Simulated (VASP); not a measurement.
Si:

```
CELL_PARAMETERS angstrom
-2.45088 2.45088 1.27011
2.45088 -2.45088 1.27011
2.45088 2.45088 -1.27011
ATOMIC_POSITIONS crystal
Si 0.00000 0.00000 0.00000
Si 0.75000 0.25000 0.50000
```

| Property | Result |
| --- | --- |
| Program | VASP 6.6.1 |
| Task | relaxation of cell and atoms |
| Functional | PBE |
| Potentials or basis | VASP PAW PBE potentials, release 64 (Si) |
| Cutoff | 600 eV |
| k mesh | 24 × 24 × 24 |
| Occupations | gaussian, width 0.1 eV |
| Spin | no spin polarisation |

At the start: pressure 0.6 GPa; volume 15.26 Å³/atom.

How do energy, volume and symmetry change on relaxing?

Over 7 steps the energy falls by 13.6 meV/atom and the volume is 15.35 Å³/atom (+0.6 %); space group I4_1/amd (No. 141, to 0.05 Å).

The path:
```
step  energy change (eV)  largest force (eV/Å)  pressure (GPa)  volume (Å³)
   1              0.0000                0.0000            0.62        30.52
   2             -0.0212                0.0000           -0.42        30.77
   3             -0.0247                0.0000           -1.10        31.06
   4             -0.0264                0.0000           -0.94        30.96
   5             -0.0264                0.0000           -0.92        30.95
   6             -0.0268                0.0000            0.66        30.52
   7             -0.0272                0.0000           -0.02        30.70
```

Final structure:
```
Si
1.0
    -2.40661    2.40661    1.32522
     2.40661   -2.40661    1.32522
     2.40661    2.40661   -1.32522
Si
2
Direct
  0.00000 0.00000 0.00000
  0.75000 0.25000 0.50000
```
